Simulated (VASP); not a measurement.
Sr6Te:

```
Sr Te
1.0
     5.85632    0.00000    0.00000
     0.00000    5.85632    0.00000
     0.00000    0.00000    5.85632
Sr Te
6 1
Direct
  0.80012 0.50000 0.50000
  0.19988 0.50000 0.50000
  0.50000 0.50000 0.80012
  0.50000 0.50000 0.19988
  0.50000 0.19988 0.50000
  0.50000 0.80012 0.50000
  0.00000 0.00000 0.00000
```

The cell was built from a structure type or drawn by symmetry, and may not be a known phase.

```yaml
Program: VASP 6.6.1
Task: relaxation of cell and atoms
Functional: PBE
Potentials_or_basis: VASP PAW PBE potentials, release 64 (Sr_sv, Te)
Cutoff: 600 eV
k_mesh: 4 × 4 × 4
Occupations: gaussian, width 0.1 eV
Spin: no spin polarisation
```

At the start: pressure 34.0 GPa; volume 28.69 Å³/atom.

**Question.** Where does the relaxation end?

**Answer.** Over 13 steps the energy falls by 3072.4 meV/atom and the volume is 137.63 Å³/atom (+379.7 %); space group Pm-3m (No. 221, to 0.1 Å) before and after.

The path:
| step | energy change (eV) | largest force (eV/Å) | pressure (GPa) | volume (Å³) |
| --- | --- | --- | --- | --- |
| 1 | 0.0000 | 3.0794 | 34.02 | 200.85 |
| 2 | -16.3437 | 1.6816 | 4.33 | 435.13 |
| 3 | -17.5433 | 2.4768 | 2.17 | 524.04 |
| 4 | -17.4750 | 3.1979 | 0.62 | 736.60 |
| 5 | -20.2746 | 1.6348 | 0.25 | 858.65 |
| 6 | -21.1928 | 0.7284 | 0.01 | 954.10 |
| 7 | -21.2006 | 0.1092 | -0.44 | 1165.71 |
| 8 | -21.4231 | 0.1136 | -0.25 | 1065.99 |
| 9 | -21.4320 | 0.2077 | -0.20 | 1039.90 |
| 10 | -21.4828 | 0.1550 | -0.09 | 994.94 |
| 11 | -21.4987 | 0.0945 | 0.02 | 951.63 |
| 12 | -21.5031 | 0.0606 | 0.02 | 955.41 |
| 13 | -21.5066 | 0.0080 | 0.01 | 963.39 |

Final structure:
```xyz
7
Lattice="9.8765 0.0000 0.0000 0.0000 9.8765 0.0000 0.0000 0.0000 9.8765" Properties=species:S:1:pos:R:3 pbc="T T T"
Sr    7.8511    4.9382    4.9382
Sr    2.0254    4.9382    4.9382
Sr    4.9382    4.9382    7.8511
Sr    4.9382    4.9382    2.0254
Sr    4.9382    2.0254    4.9382
Sr    4.9382    7.8511    4.9382
Te    0.0000    0.0000    0.0000
```

Caveat: the volume moved by over 15 % at a fixed basis, so the end points are rough.
